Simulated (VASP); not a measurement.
## MgO: single point with LDA

The system is MgO.

```
CELL_PARAMETERS angstrom
2.62335 0.00000 0.00000
0.00000 2.62335 0.00000
0.00000 0.00000 2.62335
ATOMIC_POSITIONS crystal
Mg 0.00000 0.00000 0.00000
O 0.50000 0.50000 0.50000
```

```yaml
Program: VASP 6.6.1
Task: single point
Functional: LDA
Potentials_or_basis: VASP PAW LDA potentials, release 64 (Mg, O)
Cutoff: 520 eV
k_mesh: 10 × 10 × 10
Occupations: gaussian, width 0.01 eV
Spin: no spin polarisation
Dipole_correction: no
Further_INCAR_settings: ALGO = Normal; EDIFF = 1e-07; NBANDS = 11
```

```
Pressure               : -6.8 GPa
Band gap on the k mesh : 2.57 eV, indirect (least direct gap 3.61 eV)
```

Levels at points of the mesh, in eV from the valence-band top:
| k point | band 2 | band 3 | band 4 | band 5 | band 6 | band 7 |
| --- | --- | --- | --- | --- | --- | --- |
| (0.00, 0.00, 0.00) | -1.04 | -1.04 | -1.04 | 2.57 | 10.24 | 10.24 |
| (0.50, 0.00, 0.00) | -6.66 | -0.58 | -0.58 | 6.98 | 9.37 | 14.33 |
| (0.50, 0.50, 0.00) | -4.82 | -4.82 | 0.00 | 4.75 | 12.07 | 12.07 |
| (0.50, 0.50, 0.50) | -3.72 | -3.72 | -3.72 | 7.29 | 7.29 | 7.29 |

Wall time 15 s on 1 thread of Intel Xeon 8259CL (shared host), peak memory 0.12 GiB.

A k mesh can miss the band edges. A hybrid or GW would open this gap; LDA tends to underestimate it.
